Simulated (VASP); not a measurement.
Set up this calculation in VASP 6.6.1, as the native input.

- Task: single point
- Functional: PBE
- Potentials or basis: VASP PAW PBE potentials, release 64 (Br)
- Cutoff: 520 eV
- k mesh: 5 × 5 × 2
- Occupations: fermi-dirac, width 0.0464 eV
- Spin: no spin polarisation
- Dipole correction: no
- Further INCAR settings: ALGO = Normal; EDIFF = 1e-06; NBANDS = 22

The structure of Br lies in POSCAR:

```
Br
1.0
    3.2751440000      2.3431070000      0.0000000000
    3.2751440000     -2.3431070000      0.0000000000
    0.0000000000      0.0000000000     -8.5497390000
Br
4
Direct
    0.1300000000      0.8700000000      0.9000000000
    0.3700000000      0.6300000000      0.4000000000
    0.8700000000      0.1300000000      0.1000000000
    0.6300000000      0.3700000000      0.6000000000
```

One way to write it, as run:

INCAR

```
ALGO = Normal ; EDIFF = 1E-6
ENCUT = 520 ; GGA = PE
ISIF = 2 ; ISMEAR = -1
LASPH = True ; LCHARG = True
LELF = True ; LREAL = False
LVHAR = True ; LWAVE = False
NBANDS = 22 ; NELM = 80
PREC = Accurate ; SIGMA = 0.0464
```

KPOINTS

```
k-points
0
Gamma
  5 5 2
```

Potentials or basis: VASP PAW PBE potentials, release 64 (Br).

Command:

```bash
$ cat potpaw_PBE.64/Br/POTCAR > POTCAR
$ mpirun -np 1 vasp_std > vasp.out
```

It gave:

| Quantity | Value |
| --- | --- |
| Pressure | 9.5 GPa |
| Largest force | 5.030 eV/Å |
| Band gap on the k mesh | 2.72 eV (least direct gap 2.77 eV) |

Caveat: the cell stands under pressure; this functional lacks dispersion, which holds the molecules together, so the pressure and a relaxed volume are unreliable; an odd mesh through Γ misses points on the zone boundary, where band edges can lie; forces of over 1 eV/Å act on the atoms, so gaps and moduli don't describe the material at rest.

Wall time 81 s on 1 thread of Intel Xeon 8259CL (shared host), peak memory 0.23 GiB.
